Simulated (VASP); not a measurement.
# Ga in VASP: further runs, part 2 of 2

VASP 6.6.1. The steps go on from the part before.

## 4. Single point, PBEsol

INCAR reads:

```
PREC     = Accurate       # precision mode
ENCUT    = 520            # plane-wave cutoff, eV
EDIFF    = 1E-6           # SCF threshold, eV
ISMEAR   = -1             # smearing method
SIGMA    = 0.05           # smearing width, eV
LREAL    = False          # projectors in reciprocal space
LASPH    = True           # aspherical terms in the spheres
NELM     = 80             # most SCF steps
ALGO     = Fast           # electronic algorithm
ISIF     = 2              # what is computed and relaxed
LWAVE    = False          # write WAVECAR
LCHARG   = False          # write CHGCAR
GGA      = PS             # functional
NBANDS   = 20             # bands
```

KPOINTS reads:

```
Automatic mesh
0
Gamma
  9 8 7
```

POSCAR reads:

```
Ga
1.0
    1.3024700000     -3.9988400000      0.0000000000
    1.4635300000      4.0541600000      0.0000000000
   -0.1174474948     -0.0023489499      3.3299294416
Ga
2
Direct
    0.1310000000      0.8690000000      0.7500000000
    0.8690000000      0.1310000000      0.2500000000
```

Potentials or basis: VASP PAW PBE potentials, release 64 (Ga_d).

Run with:

```sh
$ cat potpaw_PBE.64/Ga_d/POTCAR > POTCAR
$ mpirun -np 1 vasp_std > vasp.out
```

OUTCAR:

```text
PREC = Accurate
   ENCUT = 520
   EDIFF = 1E-6
   ISMEAR = -1
   LREAL = False
   LASPH = True
   NELM = 80
   ISIF = 2
   GGA = PS

 ion  position               nearest neighbor table
   1  0.131  0.869  0.750-   2 2.69   2 2.69   2 2.83   2 2.88   2 2.90
   2  0.869  0.131  0.250-   1 2.69   1 2.69   1 2.83   1 2.88   1 2.90

  LATTYP: Found a triclinic cell.
 ALAT       =     2.7665531447
 B/A-ratio  =     1.5201621164
 C/A-ratio  =     1.2043870671
 COS(alpha) =     0.0102460433
 COS(beta)  =     0.0352553880
 COS(gamma) =     0.2906234727

  Lattice vectors:

 A1 = (   2.7660000000,   0.0553200000,   0.0000000000)
 A2 = (   1.3024700000,  -3.9988400000,   0.0000000000)
 A3 = (   0.1174474948,   0.0023489499,  -3.3299294416)

Analysis of symmetry for initial positions (statically):
=====================================================================
 Subroutine PRICEL returns:
 Original cell was already a primitive cell.

 Routine SETGRP: Setting up the symmetry group for a
 triclinic supercell.

 Subroutine GETGRP returns: Found  2 space group operations
 (whereof  2 operations were pure point group operations)
 out of a pool of  2 trial point group operations.

The static configuration has the point symmetry S_2 .

Analysis of symmetry for dynamics (positions and initial velocities):
=====================================================================
 Subroutine PRICEL returns:
 Original cell was already a primitive cell.

 Routine SETGRP: Setting up the symmetry group for a
 triclinic supercell.

 Subroutine GETGRP returns: Found  2 space group operations
 (whereof  2 operations were pure point group operations)
 out of a pool of  2 trial point group operations.

[... 110 lines left out ...]
   PSTRESS=    0.0 pullay stress
   NELECT =      26.0000    total number of electrons
   NUPDOWN=      -1.0000    fix difference up-down
   EMIN   =  10.00;   EMAX   =-10.00  energy-range for DOS
   EFERMI =   0.00;   METHOD = LEGACY
   ISMEAR =    -1;   SIGMA  =   0.05  broadening in eV -4-tet -1-fermi 0-gaus
   EFERMI_NEDOS =   21; number of points for ismear=-14 and -15
   IALGO  =     68    algorithm
   IMIX   =      4    mixing-type and parameters
     AMIX     =   0.40;   BMIX     =  1.00
     AMIX_MAG =   1.60;   BMIX_MAG =  1.00
  volume/ion in A,a.u.               =      18.54       125.09
  Fermi-wavevector in a.u.,A,eV,Ry     =   1.454517  2.748639 28.784766  2.115621
  Thomas-Fermi vector in A             =   2.571659
   LORBIT       =      0    0 simple, 1 ext, 2 COOP (PROOUT), +10 PAW based schemes
   GGA     = PS    functional components
   LHFCALC =     F    Hartree Fock is set to
   AEXX    =    0.0000 exact exchange contribution
   IVDW    =     0    specifies the selected vdW correction
   LEPSILON=     F    determine dielectric tensor
   LRPA    =     F    only Hartree local field effects (RPA)
 non-spin polarized calculation
 RMM-DIIS sequential band-by-band and
  energy-cutoff  :      520.00
  volume of cell :       37.07
 maximum number of plane-waves:      1011
   NGX = 15   NGY = 17   NGZ = 13

 number of electron      26.0000009 magnetization

 Free energy of the ion-electron system (eV)
  ---------------------------------------------------
  ext. energy  EPLUGINS =         0.00000000
  ---------------------------------------------------
  free energy    TOTEN  =        -6.64734073 eV

  energy without entropy =       -6.64053487  energy(sigma->0) =       -6.64393780

 E-fermi :   5.5213     XC(G=0): -11.1985

 val. band max:        5.4842083984   @ k =  -0.0000   0.2500   0.1429
 cond. band min:       5.5344791489   @ k =  -0.2222  -0.1250   0.1429
 fundamental gap:      0.0502707506
 Fermi energy:         5.5213466967

 k-point     1 :       0.0000    0.0000    0.0000
  band No.  band energies     occupation
      1      -9.5957      2.00000
      2      -9.5820      2.00000
      3      -9.5411      2.00000
      4      -9.5217      2.00000
      5      -9.2433      2.00000
      6      -9.2420      2.00000
[... 541 lines left out ...]
     19      16.4084      0.00000
     20      18.0382      0.00000

 [... further k-points ...]

------------------------ aborting loop because EDIFF is reached ----------------------------------------

  FORCE on cell =-STRESS in cart. coord.  units (eV):
  Direction    XX          YY          ZZ          XY          YZ          ZX
  --------------------------------------------------------------------------------------
  -------------------------------------------------------------------------------------
  Total       -0.0707808     -0.4942802     -0.4822789     -0.1941863     -0.0481133     -0.1481552
  in kB       -3.0590365    -21.3620357    -20.8433576     -8.3924355     -2.0793821     -6.4030429
  external PRESSURE =     -15.0881433 kB  Pullay stress =       0.0000000 kB

 VOLUME and BASIS-vectors are now :
 -----------------------------------------------------------------------------
  energy-cutoff  :      520.00
  volume of cell :       37.07
      direct lattice vectors                 reciprocal lattice vectors
     1.302470000 -3.998840000  0.000000000     0.364162111 -0.131460567  0.012751361
     1.463530000  4.054160000  0.000000000     0.359193030  0.116993465  0.012751361
    -0.117447495 -0.002348950  3.329929442     0.000000000  0.000000000  0.300306663

 POSITION                                       TOTAL-FORCE (eV/Angst)
 -----------------------------------------------------------------------------------
      1.35435      2.99746      2.49745        -0.008953     -0.211063     -0.007881
      1.29421     -2.94448      0.83248         0.008953      0.211063      0.007881
 -----------------------------------------------------------------------------------
    total drift:                                0.000000      0.000000     -0.000000

  FREE ENERGIE OF THE ION-ELECTRON SYSTEM (eV)
  ---------------------------------------------------
  free  energy   TOTEN  =        -6.6473407258 eV

  energy  without entropy=       -6.6405348723  energy(sigma->0) =       -6.64393780
```

It took 1.9 min on 1 thread of AMD EPYC 9R45 (Zen 5), shared host; peak memory 0.25 GiB.

What came out:

```yaml
Free_energy: -6.6473 eV
Pressure: -1.5 GPa
Largest_force: 0.211 eV/Å
Band_gap_on_the_k_mesh: zero (bands 13 and 14 overlap by 7.42 eV)
```

Forces on the atoms (eV/Å):
```
Ga  -0.009 -0.211 -0.008
Ga   0.009  0.211  0.008
```

Stress tensor (GPa, compression positive):
```
-0.31 -0.84 -0.64
-0.84 -2.14 -0.21
-0.64 -0.21 -2.08
```

Caveat: the PAW data sets were made with another functional, which shifts forces and pressure a little.

## 5. Single point, PBEsol

INCAR reads:

```
ALGO = Fast
EDIFF = 1E-6
ENCUT = 520
GGA = PS
ISIF = 2
ISMEAR = -1
LASPH = True
LCHARG = False
LREAL = False
LWAVE = False
NBANDS = 20
NELM = 100
PREC = Accurate
SIGMA = 0.05
```

KPOINTS reads:

```
k-points
0
Gamma
  8 9 7
```

POSCAR reads:

```
Ga
1.0
    1.4232650000     -4.0403300000      0.0000000000
    1.3427350000      4.0126700000      0.0000000000
   -0.1174474948      0.0011744749      3.3299294416
Ga
2
Direct
    0.1310000000      0.8690000000      0.7500000000
    0.8690000000      0.1310000000      0.2500000000
```

Run with:

```sh
$ cat potpaw_PBE.64/Ga_d/POTCAR > POTCAR
$ mpirun -np 1 vasp_std > vasp.out
```

It took 1.8 min on 1 thread of AMD EPYC 9R45 (Zen 5), shared host; peak memory 0.25 GiB.

Results (log left out):

- Free energy: -6.6508 eV
- Pressure: -1.6 GPa
- Largest force: 0.234 eV/Å
- Band gap on the k mesh: zero (bands 13 and 14 overlap by 7.45 eV)

Forces in eV/Å, atoms in the order of the input:
```
Ga   0.006 -0.234  0.002
Ga  -0.006  0.234 -0.002
```

Stress tensor (GPa, compression positive):
```
-0.33  0.69 -0.83
 0.69 -2.65  0.11
-0.83  0.11 -1.86
```

Levels at points of the mesh, in eV from the Fermi level:
| k point | band 11 | band 12 | band 13 | band 14 | band 15 | band 16 |
| --- | --- | --- | --- | --- | --- | --- |
| (0.00, 0.00, 0.00) | -11.27 | -2.13 | -1.66 | 1.58 | 5.38 | 9.63 |
| (0.50, 0.00, 0.00) | -6.19 | -5.08 | -1.22 | 0.17 | 5.63 | 6.35 |

Caveat: the PAW data sets were made with another functional, which shifts forces and pressure a little.

## 6. Single point, PBEsol

INCAR reads:

```
ALGO = Fast
EDIFF = 1E-6
ENCUT = 520
GGA = PS
ISIF = 2
ISMEAR = -1
LASPH = T
LCHARG = F
LREAL = F
LWAVE = F
NBANDS = 20
NELM = 60
PREC = Accurate
SIGMA = 0.05
```

KPOINTS is that of step 5.

POSCAR reads:

```
Ga
1.0
    1.4031325000     -4.0334150000      0.0000000000
    1.3628675000      4.0195850000      0.0000000000
   -0.1174474948      0.0005872375      3.3299294416
Ga
2
Direct
    0.1310000000      0.8690000000      0.7500000000
    0.8690000000      0.1310000000      0.2500000000
```

Potentials or basis: VASP PAW PBE potentials, release 64 (Ga_d).

Run with:

```sh
$ cat potpaw_PBE.64/Ga_d/POTCAR > POTCAR
$ mpirun -np 1 vasp_std > vasp.out
```

Wall time 1.8 min (1 thread of AMD EPYC 9R45 (Zen 5), shared host); peak memory 0.25 GiB.

Results (log left out):

| Quantity | Value |
| --- | --- |
| Free energy | -6.6522 eV |
| Pressure | -1.6 GPa |
| Largest force | 0.237 eV/Å |
| Band gap on the k mesh | zero (bands 13 and 14 overlap by 7.46 eV) |

Forces on the atoms (eV/Å):
```
Ga   0.006 -0.237  0.000
Ga  -0.006  0.237  0.000
```

Stress tensor (GPa, compression positive):
```
-0.31  0.55 -0.89
 0.55 -2.74  0.01
-0.89  0.01 -1.82
```

Levels at points of the mesh, in eV from the Fermi level:
```
           k point  band 11  band 12  band 13  band 14  band 15  band 16
(0.00, 0.00, 0.00)   -11.27    -2.14    -1.66     1.58     5.38     9.64
(0.50, 0.00, 0.00)    -6.14    -5.07    -1.30     0.06     5.68     6.45
```

Caveat: the PAW data sets were made with another functional, which shifts forces and pressure a little.

## 7. Overview

```tsv
cell	k mesh	further INCAR settings	gap on the mesh (eV)	pressure (GPa)	largest force (eV/Å)
a = 4.257, b = 4.257, c = 3.332 Å, angles 90.7, 90.7, 142.1°, 2 atoms	9 × 9 × 7	ALGO = Fast; EDIFF = 1e-07; NBANDS = 20	none	-1.7	0.18
a = 4.310, b = 4.206, c = 3.332 Å, angles 90.6, 90.7, 142.1°, 2 atoms	8 × 9 × 7	ALGO = Fast; EDIFF = 1e-07; NBANDS = 20	none	-1.5	0.21
a = 4.206, b = 4.310, c = 3.332 Å, angles 90.7, 90.6, 142.1°, 2 atoms	9 × 8 × 7	ALGO = Fast; EDIFF = 1e-06; NBANDS = 20	none	-1.5	0.21
a = 4.284, b = 4.231, c = 3.332 Å, angles 90.6, 90.7, 142.1°, 2 atoms	8 × 9 × 7	ALGO = Fast; EDIFF = 1e-06; NBANDS = 20	none	-1.6	0.23
a = 4.271, b = 4.244, c = 3.332 Å, angles 90.6, 90.7, 142.1°, 2 atoms	8 × 9 × 7	ALGO = Fast; EDIFF = 1e-06; NBANDS = 20	none	-1.6	0.24
```

Alike in all rows: task single point; level PBEsol; potentials or basis VASP PAW PBE potentials, release 64 (Ga_d); no spin polarisation; cutoff (eV) 520; smearing fermi-dirac 0.05 eV.

Caveats: the PAW data sets were made with another functional, which shifts forces and pressure a little.

Absolute energies hang on the potentials; compare differences alone.

The gap in the log of VASP goes by the Fermi energy; the results here count the filled bands.